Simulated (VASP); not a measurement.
Set up this calculation in VASP 6.6.1, as the native input.

```yaml
Task: single point
Functional: PBE
Potentials_or_basis: VASP PAW PBE potentials, release 64 (C, Zn)
Cutoff: 520 eV
k_mesh: 8 × 8 × 8
Occupations: fermi-dirac, width 0.02 eV
Spin: no spin polarisation
Dipole_correction: no
Further_INCAR_settings: ALGO = Normal; EDIFF = 1e-07; NBANDS = 21
```

The structure of Zn2C lies in POSCAR:

```
Zn2C
1.0
    0.0000000000      2.6300612410      2.6300612410
    2.6300612410      0.0000000000      2.6300612410
    2.6300612410      2.6300612410      0.0000000000
C Zn
1 2
Direct
    0.0000000000      0.0000000000      0.0000000000
    0.2500000000      0.2500000000      0.2500000000
    0.7500000000      0.7500000000      0.7500000000
```

One way to write it, as run:

INCAR

```
SYSTEM = Zn2C
  PREC = Accurate
  ENCUT = 520
  EDIFF = 1E-7
  ISMEAR = -1
  SIGMA = 0.02
  LREAL = .FALSE.
  LASPH = .TRUE.
  NELM = 80
  ALGO = Normal
  ISIF = 2
  LWAVE = .FALSE.
  LCHARG = .FALSE.
  GGA = PE
  NBANDS = 21
```

KPOINTS

```
Automatic mesh
0
G
  8 8 8
  0 0 0
```

Potentials or basis: VASP PAW PBE potentials, release 64 (C, Zn).

Command:

```sh
$ cat potpaw_PBE.64/C/POTCAR potpaw_PBE.64/Zn/POTCAR > POTCAR
$ mpirun -np 1 vasp_std > vasp.out
```

Results of the run:

```
Pressure               : -3.1 GPa
Band gap on the k mesh : zero (filled and empty bands touch)
```

Caveat: the cell stands under tension.

It took 34 s on 1 thread of Intel(R) Xeon(R) Platinum 8375C CPU @ 2.90GHz (Ice Lake), with other jobs on the host, peak memory 0.16 GiB.
